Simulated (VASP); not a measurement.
# C (P6_3/mmc) in VASP: notebook

C is run at these levels: PBEsol; tasks: relaxation of the atoms, single point.

All numbers are computed with VASP 6.6.1; they aren't measurements. Logs are shortened: lines on timing, memory, paths and dates and some standing lists are left out, and cuts for length are marked.

## Step 1: The cell of the first run

The structure is hexagonal, space group P6_3/mmc (No. 194). Conventional cell: a = 2.505 Å, b = 2.505 Å, c = 4.119 Å, α = 90.00°, β = 90.00°, γ = 120.00°. Within 2.0 Å of C (site symmetry 3m) lie 4 C at 1.54 Å.

## Step 2: Relaxation of the atoms, PBEsol (strained cell)

Input file INCAR:

```
  ALGO = Normal
  EDIFF = 1E-6
  EDIFFG = -0.002
  ENCUT = 520
  GGA = PS
  IBRION = 2
  ISIF = 2
  ISMEAR = 0
  LASPH = True
  LCHARG = False
  LREAL = False
  LWAVE = False
  NELM = 80
  NSW = 60
  PREC = Accurate
  SIGMA = 0.02
```

Input file KPOINTS:

```
k-points
0
Gamma
  9 9 6
```

Input file POSCAR:

```
C
1.0
    2.5049743428      0.0000000000      0.0000000000
   -1.2524871714      2.1693714167      0.0000000000
    0.0000000000      0.0000000000      4.1189829197
C
4
Direct
    0.3333333333      0.6666666667     -0.0002008248
    0.6666666667      0.3333333333      0.4997991752
    0.3333333333      0.6666666667      0.3742008248
    0.6666666667      0.3333333333      0.8742008248
```

Potentials or basis: VASP PAW PBE potentials, release 64 (C).

Started as:

```console
$ cat potpaw_PBE.64/C/POTCAR > POTCAR
$ mpirun -np 1 vasp_std > vasp.out
```

OUTCAR:

```text
EDIFF = 1E-6
   EDIFFG = -0.002
   ENCUT = 520
   GGA = PS
   IBRION = 2
   ISIF = 2
   ISMEAR = 0
   LASPH = True
   LREAL = False
   NELM = 80
   NSW = 60
   PREC = Accurate

 ion  position               nearest neighbor table
   1  0.333  0.667  1.000-   4 1.54   4 1.54   4 1.54   3 1.54
   2  0.667  0.333  0.500-   3 1.54   3 1.54   3 1.54   4 1.54
   3  0.333  0.667  0.374-   2 1.54   2 1.54   2 1.54   1 1.54
   4  0.667  0.333  0.874-   1 1.54   1 1.54   1 1.54   2 1.54

  LATTYP: Found a hexagonal cell.
 ALAT       =     2.5049743428
 C/A-ratio  =     1.6443214006

  Lattice vectors:

 A1 = (   2.5049743428,   0.0000000000,   0.0000000000)
 A2 = (  -1.2524871714,   2.1693714167,   0.0000000000)
 A3 = (   0.0000000000,   0.0000000000,   4.1189829197)

Analysis of symmetry for initial positions (statically):
=====================================================================
 Subroutine PRICEL returns:
 Original cell was already a primitive cell.

 Routine SETGRP: Setting up the symmetry group for a
 hexagonal supercell.

 Subroutine GETGRP returns: Found 24 space group operations
 (whereof  6 operations were pure point group operations)
 out of a pool of 24 trial point group operations.

The static configuration has the point symmetry C_3v.
 The point group associated with its full space group is D_6h.

Analysis of symmetry for dynamics (positions and initial velocities):
=====================================================================
 Subroutine PRICEL returns:
 Original cell was already a primitive cell.

 Routine SETGRP: Setting up the symmetry group for a
 hexagonal supercell.

 Subroutine GETGRP returns: Found 24 space group operations
 (whereof  6 operations were pure point group operations)
 out of a pool of 24 trial point group operations.

The dynamic configuration has the point symmetry C_3v.
 The point group associated with its full space group is D_6h.

 Subroutine INISYM returns: Found 24 space group operations
 (whereof  6 operations are pure point group operations),
 and found     1 'primitive' translations

----------------------------------------------------------------------------------------

                                     Primitive cell

  volume of cell :      22.3835

  direct lattice vectors                    reciprocal lattice vectors
     2.504974343  0.000000000  0.000000000     0.399205686  0.230481510  0.000000000
    -1.252487171  2.169371417  0.000000000     0.000000000  0.460963020  0.000000000
     0.000000000  0.000000000  4.118982920     0.000000000  0.000000000  0.242778380

  length of vectors
     2.504974343  2.504974343  4.118982920     0.460963020  0.460963020  0.242778380

  position of ions in fractional coordinates (direct lattice)
     0.333333333  0.666666667  0.999799175
     0.666666667  0.333333333  0.499799175
     0.333333333  0.666666667  0.374200825
     0.666666667  0.333333333  0.874200825

  ion indices of the primitive-cell ions
   primitive index   ion index
                 1           1
                 2           2
                 3           3
                 4           4

----------------------------------------------------------------------------------------

 KPOINTS: k-points

Automatic generation of k-mesh.
 Grid dimensions read from file:
 generate k-points for:    9    9    6

 Generating k-lattice:

  Cartesian coordinates                     Fractional coordinates (reciprocal lattice)
     0.044356187  0.025609057  0.000000000     0.111111111  0.000000000  0.000000000
     0.000000000  0.051218113  0.000000000     0.000000000  0.111111111  0.000000000
     0.000000000  0.000000000  0.040463063     0.000000000  0.000000000  0.166666667

  Length of vectors
     0.051218113  0.051218113  0.040463063

  Shift w.r.t. Gamma in fractional coordinates (k-lattice)
     0.000000000  0.000000000  0.000000000

 Subroutine IBZKPT returns following result:
 ===========================================

 Found     48 irreducible k-points:

 Following reciprocal coordinates:
            Coordinates               Weight
  0.000000  0.000000  0.000000      1.000000
  0.111111 -0.000000  0.000000      6.000000
  0.222222 -0.000000  0.000000      6.000000
  0.333333 -0.000000  0.000000      6.000000
  0.444444 -0.000000  0.000000      6.000000
  0.111111  0.111111  0.000000      6.000000
[... 16 lines left out ...]
  0.333333  0.222222  0.166667     24.000000
  0.333333  0.333333  0.166667      4.000000
 [... further k-points ...]
   k-points           NKPTS =     48   k-points in BZ     NKDIM =     48   number of bands    NBANDS=     12
   number of dos      NEDOS =    301   number of ions     NIONS =      4
   total plane-waves  NPLWV =  12800
   dimension x,y,z NGX =    20 NGY =   20 NGZ =   32
   dimension x,y,z NGXF=    40 NGYF=   40 NGZF=   64
   ions per type =               4
   NGX,Y,Z   is equivalent  to a cutoff of  13.27, 13.27, 12.92 a.u.
   NGXF,Y,Z  is equivalent  to a cutoff of  26.55, 26.55, 25.83 a.u.
 SYSTEM =  unknown system
   PREC   = accura    normal or accurate (medium, high low for compatibility)
   ISTART =      0    job   : 0-new  1-cont  2-samecut
   ICHARG =      2    charge: 1-file 2-atom 10-const
   ISPIN  =      1    spin polarized calculation?
   LNONCOLLINEAR =      F non collinear calculations
   LSORBIT =      F    spin-orbit coupling
   LASPH  =      T    aspherical Exc in radial PAW
   ENCUT  =  520.0 eV  38.22 Ry    6.18 a.u.   4.66  4.66  7.66*2*pi/ulx,y,z
   NELM   =     80;   NELMIN=  2; NELMDL= -5     # of ELM steps
   EDIFF  = 0.1E-05   stopping-criterion for ELM
   LREAL  =      F    real-space projection
   EDIFFG = -.2E-02   stopping-criterion for IOM
   NSW    =     60    number of steps for IOM
   IBRION =      2    ionic relax: 0-MD 1-quasi-New 2-CG
   NFREE  =      1    steps in history (QN), initial steepest desc. (CG)
   ISIF   =      2    stress and relaxation
   ISYM   =      2    0-nonsym 1-usesym 2-fastsym
   POTIM  = 0.5000    time-step for ionic-motion
   TEBEG  =    0.0;   TEEND  =   0.0 temperature during run
   PSTRESS=    0.0 pullay stress
   NELECT =      16.0000    total number of electrons
   NUPDOWN=      -1.0000    fix difference up-down
   EMIN   =  10.00;   EMAX   =-10.00  energy-range for DOS
   EFERMI =   0.00;   METHOD = LEGACY
   ISMEAR =     0;   SIGMA  =   0.02  broadening in eV -4-tet -1-fermi 0-gaus
   EFERMI_NEDOS =   21; number of points for ismear=-14 and -15
   IALGO  =     38    algorithm
   IMIX   =      4    mixing-type and parameters
     AMIX     =   0.40;   BMIX     =  1.00
     AMIX_MAG =   1.60;   BMIX_MAG =  1.00
  volume/ion in A,a.u.               =       5.60        37.76
  Fermi-wavevector in a.u.,A,eV,Ry     =   1.463769  2.766122 29.152095  2.142619
  Thomas-Fermi vector in A             =   2.579824
   LORBIT       =      0    0 simple, 1 ext, 2 COOP (PROOUT), +10 PAW based schemes
   GGA     = PS    functional components
   LHFCALC =     F    Hartree Fock is set to
   AEXX    =    0.0000 exact exchange contribution
   IVDW    =     0    specifies the selected vdW correction
   LEPSILON=     F    determine dielectric tensor
   LRPA    =     F    only Hartree local field effects (RPA)
 conjugate gradient relaxation of ions
 non-spin polarized calculation
 Gauss-broadening in eV      SIGMA  =   0.02
  energy-cutoff  :      520.00
  volume of cell :       22.38
 maximum number of plane-waves:       616
 NGX is ok and might be reduce to    20
   NGX =  9   NGY =  9   NGZ = 15

--------------------------------------- Ionic step        1  -------------------------------------------

 number of electron      16.0000000 magnetization

 Free energy of the ion-electron system (eV)
  ---------------------------------------------------
  ext. energy  EPLUGINS =         0.00000000
  ---------------------------------------------------
  free energy    TOTEN  =       -38.39221007 eV

  energy without entropy =      -38.39221007  energy(sigma->0) =      -38.39221007

------------------------ aborting loop because EDIFF is reached ----------------------------------------

  FORCE on cell =-STRESS in cart. coord.  units (eV):
  Direction    XX          YY          ZZ          XY          YZ          ZX
  --------------------------------------------------------------------------------------
  -------------------------------------------------------------------------------------
  Total       -0.2747303     -0.2747303      2.0815373      0.0000000     -0.0000000      0.0000000
  in kB      -19.6648183    -19.6648183    148.9935937      0.0000000     -0.0000000      0.0000000
  external PRESSURE =      36.5546524 kB  Pullay stress =       0.0000000 kB
[... 61 lines left out ...]
  energy  without entropy=      -38.3920866683  energy(sigma->0) =      -38.39208667

--------------------------------------- Ionic step        3  -------------------------------------------

 number of electron      16.0000000 magnetization

 Free energy of the ion-electron system (eV)
  ---------------------------------------------------
  ext. energy  EPLUGINS =         0.00000000
  ---------------------------------------------------
  free energy    TOTEN  =       -38.39222997 eV

  energy without entropy =      -38.39222997  energy(sigma->0) =      -38.39222997

 E-fermi :  10.3167     XC(G=0): -13.4918

 val. band max:       10.2168231729   @ k =   0.0000   0.0000   0.0000
 cond. band min:      13.2664461022   @ k =   0.3333   0.3333   0.0000
 fundamental gap:      3.0496229293
 Fermi energy:        10.3166992648

 k-point     1 :       0.0000    0.0000    0.0000
  band No.  band energies     occupation
      1     -11.8204      2.00000
      2      -5.9383      2.00000
      3      -3.7517      2.00000
      4       6.9417      2.00000
      5       6.9417      2.00000
      6       9.7134      2.00000
      7      10.2168      2.00000
      8      10.2168      2.00000
      9      14.9915      0.00000
     10      14.9915      0.00000
     11      15.8629      0.00000
     12      18.1691      0.00000
[... 331 lines left out ...]
 k-point    24 :       0.3333    0.3333    0.1667
  band No.  band energies     occupation
      1      -4.4649      2.00000
      2      -4.4649      2.00000
      3      -1.0127      2.00000
      4      -0.3662      2.00000
      5      -0.3662      2.00000
      6       2.6550      2.00000
      7       3.8026      2.00000
      8       3.8026      2.00000
      9      14.1441      0.00000
     10      20.8750      0.00000
     11      20.8750      0.00000
     12      22.6013      0.00000

 [... further k-points ...]
[... 5 lines left out ...]
  --------------------------------------------------------------------------------------
  -------------------------------------------------------------------------------------
  Total       -0.2721971     -0.2721971      2.0760903      0.0000000     -0.0000000      0.0000000
  in kB      -19.4834953    -19.4834953    148.6037024      0.0000000     -0.0000000      0.0000000
  external PRESSURE =      36.5455706 kB  Pullay stress =       0.0000000 kB
[... 19 lines left out ...]
  FREE ENERGIE OF THE ION-ELECTRON SYSTEM (eV)
  ---------------------------------------------------
  free  energy   TOTEN  =       -38.3922299691 eV

  energy  without entropy=      -38.3922299691  energy(sigma->0) =      -38.39222997

 reached required accuracy - stopping structural energy minimisation
```

It took 11 s on 1 thread of AMD EPYC 9R45 (Zen 5), shared host; peak memory 0.1 GiB.

What came out:

```
Free energy               : -38.3922 eV
Energy gained by relaxing : 0.0 meV/atom
Ionic steps               : 3
Pressure after relaxing   : 3.7 GPa
Band gap on the k mesh    : 3.05 eV, indirect (least direct gap 4.77 eV)
```

Stress tensor (GPa, compression positive):
```
-1.95  0.00  0.00
 0.00 -1.95  0.00
 0.00  0.00 14.86
```

Final structure:
```yaml
crystal:
  lattice:
    - [2.50497, 0.00000, 0.00000]
    - [-1.25249, 2.16937, 0.00000]
    - [0.00000, 0.00000, 4.11898]
  atoms:
    - { symbol: C, position: [0.33333, 0.66667, 0.99971] }
    - { symbol: C, position: [0.66667, 0.33333, 0.49971] }
    - { symbol: C, position: [0.33333, 0.66667, 0.37429] }
    - { symbol: C, position: [0.66667, 0.33333, 0.87429] }
```

Caveat: the cell differs from its parent crystal (strained cell); the PAW data sets were made with another functional, which shifts forces and pressure a little.

## Step 3: Single point, PBEsol (strained cell)

Input file INCAR:

```
SYSTEM = C
PREC = Accurate ; ENCUT = 910
EDIFF = 1E-6 ; ISMEAR = 0
SIGMA = 0.02 ; LREAL = .FALSE.
LASPH = .TRUE. ; NELM = 120
ALGO = Normal ; ISIF = 2
LWAVE = .FALSE. ; LCHARG = .TRUE.
GGA = PS ; LELF = .TRUE.
LVHAR = .TRUE. ; NBANDS = 16
GGA_COMPAT = .FALSE.
```

Input file KPOINTS:

```
regular mesh
0
G
  9 9 6
  0 0 0
```

Input file POSCAR:

```
C
1.0
    2.4990941175      0.0000000000      0.0000000000
   -1.2495470588      2.1642789922      0.0000000000
    0.0000000000      0.0000000000      4.1189829197
C
4
Direct
    0.3333333333      0.6666666667     -0.0002589785
    0.6666666667      0.3333333333      0.4997410215
    0.3333333333      0.6666666667      0.3742589785
    0.6666666667      0.3333333333      0.8742589785
```

Potentials or basis: VASP PAW PBE potentials, release 64 (C_h).

Started as:

```console
$ cat potpaw_PBE.64/C_h/POTCAR > POTCAR
$ mpirun -np 1 vasp_std > vasp.out
```

Wall time 14 s (1 thread of Intel Xeon 6975P-C (Granite Rapids), shared host); peak memory 0.17 GiB.

The run converged. Its results:

| Property | Result |
| --- | --- |
| Free energy | -38.4464 eV |
| Pressure | 4.7 GPa |
| Band gap on the k mesh | 3.03 eV, indirect (least direct gap 4.82 eV) |

Stress tensor (GPa, compression positive):
```
 0.06  0.00  0.00
 0.00  0.06  0.00
 0.00  0.00 13.92
```

Levels at points of the mesh, in eV from the valence-band top:
```
           k point  band 5  band 6  band 7  band 8  band 9  band 10  band 11  band 12
(0.00, 0.00, 0.00)   -3.26   -0.51    0.00    0.00    4.81     4.81     5.60     8.08
(0.00, 0.00, 0.50)   -1.97   -1.97   -1.97   -1.97    7.20     7.20     7.20     7.20
```

Caveat: the cell differs from its parent crystal (strained cell); the cutoff is under 1.25 times the usual one of these potentials, so pressure, stress and relaxed cells hold a basis-set (Pulay) error; the PAW data sets were made with another functional, which shifts forces and pressure a little.

## Step 4: Single point, PBEsol (strained cell)

Input file INCAR:

```
SYSTEM = C
PREC     = Accurate       ! precision mode
ENCUT    = 910            ! plane-wave cutoff, eV
EDIFF    = 1E-6           ! SCF threshold, eV
ISMEAR   = 0              ! smearing method
SIGMA    = 0.02           ! smearing width, eV
LREAL    = .False.        ! projectors in reciprocal space
LASPH    = .True.         ! aspherical terms in the spheres
NELM     = 120            ! most SCF steps
ALGO     = Normal         ! electronic algorithm
ISIF     = 2              ! what is computed and relaxed
LWAVE    = .False.        ! write WAVECAR
LCHARG   = .True.         ! write CHGCAR
GGA      = PS             ! functional
LELF     = .True.         ! ELF
LVHAR    = .True.       
NBANDS   = 16             ! bands
GGA_COMPAT= .False.
```

Input file KPOINTS:

```
Automatic mesh
0
Gamma
  9 9 6
  0 0 0
```

POSCAR, as its differences from that of step 3:

```diff
@@ -2,4 +2,4 @@
 1.0
-    2.4990941175      0.0000000000      0.0000000000
-   -1.2495470588      2.1642789922      0.0000000000
+    2.4991315043      0.0000000000      0.0000000000
+   -1.2495657522      2.1643113701      0.0000000000
     0.0000000000      0.0000000000      4.1189829197
```

Started as:

```console
$ cat potpaw_PBE.64/C_h/POTCAR > POTCAR
$ mpirun -np 1 vasp_std > vasp.out
```

Wall time 22 s (1 thread of Intel Xeon 6975P-C (Granite Rapids), shared host); peak memory 0.17 GiB.

It converged, with:

```
Free energy            : -38.4464 eV
Pressure               : 4.7 GPa
Band gap on the k mesh : 3.03 eV, indirect (least direct gap 4.81 eV)
```

Stress tensor (GPa, compression positive):
```
 0.04  0.00  0.00
 0.00  0.04  0.00
 0.00  0.00 13.91
```

Levels at points of the mesh, in eV from the valence-band top:
```
           k point  band 6  band 7  band 8  band 9  band 10  band 11
(0.00, 0.00, 0.00)   -0.51    0.00    0.00    4.81     4.81     5.60
(0.00, 0.00, 0.50)   -1.97   -1.97   -1.97    7.20     7.20     7.20
```

Caveat: the cell differs from its parent crystal (strained cell); the cutoff is under 1.25 times the usual one of these potentials, so pressure, stress and relaxed cells hold a basis-set (Pulay) error; the PAW data sets were made with another functional, which shifts forces and pressure a little.

(Continued in part 2 of 2.)
